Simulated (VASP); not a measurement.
# Bi (P6_3/mmc) in VASP: relaxation of cell and atoms with LDA

Aim: the relaxation of cell and atoms of Bi with LDA.

Program: VASP 6.6.1. These are calculated values, not measurements. Logs are shortened: lines on timing, memory, paths and dates and some standing lists are left out, and cuts for length are marked.

**1. The cell of the first run**

The structure is hexagonal, space group P6_3/mmc (No. 194). The conventional cell has a = 3.558 Å, b = 3.558 Å, c = 5.810 Å, α = 90.00°, β = 90.00°, γ = 120.00°. Bi (site symmetry -6m2) has 12 Bi at 3.56 Å within 4.7 Å.

**2. Relaxation of cell and atoms, LDA**

INCAR reads:

```
SYSTEM = Bi
PREC = Accurate
ENCUT = 600
EDIFF = 1E-6
ISMEAR = -1
SIGMA = 0.1
LREAL = .False.
LASPH = .True.
NELM = 100
ALGO = Normal
ISIF = 3
LWAVE = .False.
LCHARG = .False.
GGA = CA
IBRION = 2
NSW = 80
EDIFFG = -0.01
```

KPOINTS reads:

```
regular mesh
0
Gamma
  10 10 6
  0 0 0
```

POSCAR reads:

```
Bi
1.0
    3.5579831475      0.0000000000      0.0000000000
   -1.7789915738      3.0813037920      0.0000000000
    0.0000000000      0.0000000000      5.8101864799
Bi
2
Direct
    0.3333333333      0.6666666667      0.2500000000
    0.6666666667      0.3333333333      0.7500000000
```

Potentials or basis: VASP PAW LDA potentials, release 64 (Bi_d).

Run with:

```console
$ cat potpaw_LDA.64/Bi_d/POTCAR > POTCAR
$ mpirun -np 1 vasp_std > vasp.out
```

OUTCAR:

```text
SYSTEM = Bi
   PREC = Accurate
   ENCUT = 600
   EDIFF = 1E-6
   ISMEAR = -1
   LREAL = .False.
   LASPH = .True.
   NELM = 100
   ISIF = 3
   GGA = CA
   IBRION = 2
   NSW = 80
   EDIFFG = -0.01

 ion  position               nearest neighbor table
   1  0.333  0.667  0.250-   2 3.56   2 3.56   2 3.56   2 3.56   2 3.56   2 3.56
   2  0.667  0.333  0.750-   1 3.56   1 3.56   1 3.56   1 3.56   1 3.56   1 3.56

  LATTYP: Found a hexagonal cell.
 ALAT       =     3.5579831475
 C/A-ratio  =     1.6330000000

  Lattice vectors:

 A1 = (   3.5579831475,   0.0000000000,   0.0000000000)
 A2 = (  -1.7789915738,   3.0813037920,   0.0000000000)
 A3 = (   0.0000000000,   0.0000000000,   5.8101864799)

Analysis of symmetry for initial positions (statically):
=====================================================================
 Subroutine PRICEL returns:
 Original cell was already a primitive cell.

 Routine SETGRP: Setting up the symmetry group for a
 hexagonal supercell.

 Subroutine GETGRP returns: Found 24 space group operations
 (whereof 12 operations were pure point group operations)
 out of a pool of 24 trial point group operations.

The static configuration has the point symmetry D_3d.
 The point group associated with its full space group is D_6h.

Analysis of symmetry for dynamics (positions and initial velocities):
=====================================================================
 Subroutine PRICEL returns:
 Original cell was already a primitive cell.

 Routine SETGRP: Setting up the symmetry group for a
 hexagonal supercell.

 Subroutine GETGRP returns: Found 24 space group operations
 (whereof 12 operations were pure point group operations)
 out of a pool of 24 trial point group operations.

The dynamic configuration has the point symmetry D_3d.
 The point group associated with its full space group is D_6h.

 Subroutine INISYM returns: Found 24 space group operations
 (whereof 12 operations are pure point group operations),
 and found     1 'primitive' translations

----------------------------------------------------------------------------------------

                                     Primitive cell

  volume of cell :      63.6984

  direct lattice vectors                    reciprocal lattice vectors
     3.557983147  0.000000000  0.000000000     0.281058105  0.162268972  0.000000000
    -1.778991574  3.081303792  0.000000000     0.000000000  0.324537945  0.000000000
     0.000000000  0.000000000  5.810186480     0.000000000  0.000000000  0.172111515

  length of vectors
     3.557983147  3.557983148  5.810186480     0.324537945  0.324537945  0.172111515

  position of ions in fractional coordinates (direct lattice)
     0.333333333  0.666666667  0.250000000
     0.666666667  0.333333333  0.750000000

  ion indices of the primitive-cell ions
   primitive index   ion index
                 1           1
                 2           2

----------------------------------------------------------------------------------------

 KPOINTS: regular mesh

Automatic generation of k-mesh.
 Grid dimensions read from file:
 generate k-points for:   10   10    6

 Generating k-lattice:

  Cartesian coordinates                     Fractional coordinates (reciprocal lattice)
     0.028105810  0.016226897  0.000000000     0.100000000  0.000000000  0.000000000
     0.000000000  0.032453794  0.000000000     0.000000000  0.100000000  0.000000000
     0.000000000  0.000000000  0.028685253     0.000000000  0.000000000  0.166666667

  Length of vectors
     0.032453794  0.032453794  0.028685253

  Shift w.r.t. Gamma in fractional coordinates (k-lattice)
     0.000000000  0.000000000  0.000000000

 Subroutine IBZKPT returns following result:
 ===========================================

 Found     56 irreducible k-points:

 Following reciprocal coordinates:
            Coordinates               Weight
  0.000000  0.000000  0.000000      1.000000
  0.100000 -0.000000  0.000000      6.000000
  0.200000 -0.000000  0.000000      6.000000
  0.300000  0.000000  0.000000      6.000000
  0.400000  0.000000  0.000000      6.000000
  0.500000  0.000000  0.000000      3.000000
[... 16 lines left out ...]
  0.300000  0.100000  0.166667     24.000000
  0.400000  0.100000  0.166667     24.000000
 [... further k-points ...]
   k-points           NKPTS =     56   k-points in BZ     NKDIM =     56   number of bands    NBANDS=     19
   number of dos      NEDOS =    301   number of ions     NIONS =      2
   total plane-waves  NPLWV =  37632
   dimension x,y,z NGX =    28 NGY =   28 NGZ =   48
   dimension x,y,z NGXF=    56 NGYF=   56 NGZF=   96
   ions per type =               2
   NGX,Y,Z   is equivalent  to a cutoff of  13.08, 13.08, 13.73 a.u.
   NGXF,Y,Z  is equivalent  to a cutoff of  26.17, 26.17, 27.47 a.u.
 SYSTEM =  Bi
   PREC   = accura    normal or accurate (medium, high low for compatibility)
   ISTART =      0    job   : 0-new  1-cont  2-samecut
   ICHARG =      2    charge: 1-file 2-atom 10-const
   ISPIN  =      1    spin polarized calculation?
   LNONCOLLINEAR =      F non collinear calculations
   LSORBIT =      F    spin-orbit coupling
   LASPH  =      T    aspherical Exc in radial PAW
   ENCUT  =  600.0 eV  44.10 Ry    6.64 a.u.   7.11  7.11 11.60*2*pi/ulx,y,z
   NELM   =    100;   NELMIN=  2; NELMDL= -5     # of ELM steps
   EDIFF  = 0.1E-05   stopping-criterion for ELM
   LREAL  =      F    real-space projection
   EDIFFG = -.1E-01   stopping-criterion for IOM
   NSW    =     80    number of steps for IOM
   IBRION =      2    ionic relax: 0-MD 1-quasi-New 2-CG
   NFREE  =      1    steps in history (QN), initial steepest desc. (CG)
   ISIF   =      3    stress and relaxation
   ISYM   =      2    0-nonsym 1-usesym 2-fastsym
   POTIM  = 0.5000    time-step for ionic-motion
   TEBEG  =    0.0;   TEEND  =   0.0 temperature during run
   PSTRESS=    0.0 pullay stress
   NELECT =      30.0000    total number of electrons
   NUPDOWN=      -1.0000    fix difference up-down
   EMIN   =  10.00;   EMAX   =-10.00  energy-range for DOS
   EFERMI =   0.00;   METHOD = LEGACY
   ISMEAR =    -1;   SIGMA  =   0.10  broadening in eV -4-tet -1-fermi 0-gaus
   EFERMI_NEDOS =   21; number of points for ismear=-14 and -15
   IALGO  =     38    algorithm
   IMIX   =      4    mixing-type and parameters
     AMIX     =   0.40;   BMIX     =  1.00
     AMIX_MAG =   1.60;   BMIX_MAG =  1.00
  volume/ion in A,a.u.               =      31.85       214.93
  Fermi-wavevector in a.u.,A,eV,Ry     =   1.273715  2.406973 22.073427  1.622351
  Thomas-Fermi vector in A             =   2.406523
   LORBIT       =      0    0 simple, 1 ext, 2 COOP (PROOUT), +10 PAW based schemes
   GGA     = CA    functional components
   LHFCALC =     F    Hartree Fock is set to
   AEXX    =    0.0000 exact exchange contribution
   IVDW    =     0    specifies the selected vdW correction
   LEPSILON=     F    determine dielectric tensor
   LRPA    =     F    only Hartree local field effects (RPA)
 conjugate gradient relaxation of ions
 non-spin polarized calculation
  energy-cutoff  :      600.00
  volume of cell :       63.70
 maximum number of plane-waves:      2146
   NGX = 15   NGY = 15   NGZ = 23

--------------------------------------- Ionic step        1  -------------------------------------------

 number of electron      30.0000005 magnetization

 Free energy of the ion-electron system (eV)
  ---------------------------------------------------
  ext. energy  EPLUGINS =         0.00000000
  ---------------------------------------------------
  free energy    TOTEN  =        -8.87452313 eV

  energy without entropy =       -8.83870827  energy(sigma->0) =       -8.85661570

------------------------ aborting loop because EDIFF is reached ----------------------------------------

  FORCE on cell =-STRESS in cart. coord.  units (eV):
  Direction    XX          YY          ZZ          XY          YZ          ZX
  --------------------------------------------------------------------------------------
  -------------------------------------------------------------------------------------
  Total       -1.7492640     -1.7492640     -1.5497956      0.0000000     -0.0000000      0.0000000
  in kB      -43.9984577    -43.9984577    -38.9813197      0.0000000     -0.0000000      0.0000000
  external PRESSURE =     -42.3260784 kB  Pullay stress =       0.0000000 kB
[... 57 lines left out ...]
  energy  without entropy=       -8.8844872524  energy(sigma->0) =       -8.90053217

--------------------------------------- Ionic step        3  -------------------------------------------

 number of electron      29.9999998 magnetization

 Free energy of the ion-electron system (eV)
  ---------------------------------------------------
  ext. energy  EPLUGINS =         0.00000000
  ---------------------------------------------------
  free energy    TOTEN  =        -8.94286968 eV

  energy without entropy =       -8.90975547  energy(sigma->0) =       -8.92631257

 E-fermi :   8.4569     XC(G=0): -10.7942

 val. band max:        8.4518782805   @ k =   0.4000   0.2000   0.1667
 cond. band min:       8.4591598086   @ k =   0.2000  -0.0000   0.3333
 fundamental gap:      0.0072815281
 Fermi energy:         8.4568601917

 k-point     1 :       0.0000    0.0000    0.0000
  band No.  band energies     occupation
      1     -14.6145      2.00000
      2     -14.6076      2.00000
      3     -14.5903      2.00000
      4     -14.5903      2.00000
      5     -14.5795      2.00000
      6     -14.5795      2.00000
[... 11 lines left out ...]
     18      13.7632      0.00000
     19      15.8145      0.00000
[... 489 lines left out ...]
      3     -14.5938      2.00000
      4     -14.5869      2.00000
      5     -14.5460      2.00000
      6     -14.5028      2.00000
[... 11 lines left out ...]
     18      10.6294      0.00000
     19      14.7901      0.00000

 [... further k-points ...]
[... 5 lines left out ...]
  --------------------------------------------------------------------------------------
  -------------------------------------------------------------------------------------
  Total       -0.0151809     -0.0151809      0.0000859      0.0000000     -0.0000000      0.0000000
  in kB       -0.4128397     -0.4128397      0.0023368      0.0000000     -0.0000000      0.0000000
  external PRESSURE =      -0.2744475 kB  Pullay stress =       0.0000000 kB
[... 17 lines left out ...]
  FREE ENERGIE OF THE ION-ELECTRON SYSTEM (eV)
  ---------------------------------------------------
  free  energy   TOTEN  =        -8.9428696802 eV

  energy  without entropy=       -8.9097554655  energy(sigma->0) =       -8.92631257

 reached required accuracy - stopping structural energy minimisation
```

Run time: 4.4 min. Hardware: 1 thread of AMD EPYC 7R13, shared host; peak memory 0.18 GiB.

Results:

| Property | Result |
| --- | --- |
| Free energy | -8.9429 eV |
| Relaxed volume | 29.46 Å³/atom |
| Relaxed cell | a = 3.463 Å, b = 3.463 Å, c = 5.673 Å, α = 90.00°, β = 90.00°, γ = 120.00° |
| Space group after relaxing (to 0.05 Å) | P6_3/mmc (No. 194) |
| Energy gained by relaxing | 34.2 meV/atom |
| Ionic steps | 3 |
| Pressure after relaxing | 0.0 GPa |
| Band gap on the k mesh | zero (band 15 reaches 12.81 eV, above the bottom of band 16 at 5.81 eV) |

The path:
| step | energy change (eV) | largest force (eV/Å) | pressure (GPa) | volume (Å³) |
| --- | --- | --- | --- | --- |
| 1 | 0.0000 | 0.0000 | -4.23 | 63.70 |
| 2 | -0.0421 | 0.0000 | 3.32 | 56.25 |
| 3 | -0.0683 | 0.0000 | -0.03 | 58.92 |

Final structure:
```
CELL_PARAMETERS angstrom
3.46299 0.00000 0.00000
-1.73150 2.99904 0.00000
0.00000 0.00000 5.67275
ATOMIC_POSITIONS crystal
Bi 0.33333 0.66667 0.25000
Bi 0.66667 0.33333 0.75000
```

Caveat: spin-orbit coupling is left out, which moves the levels of the heavy elements.
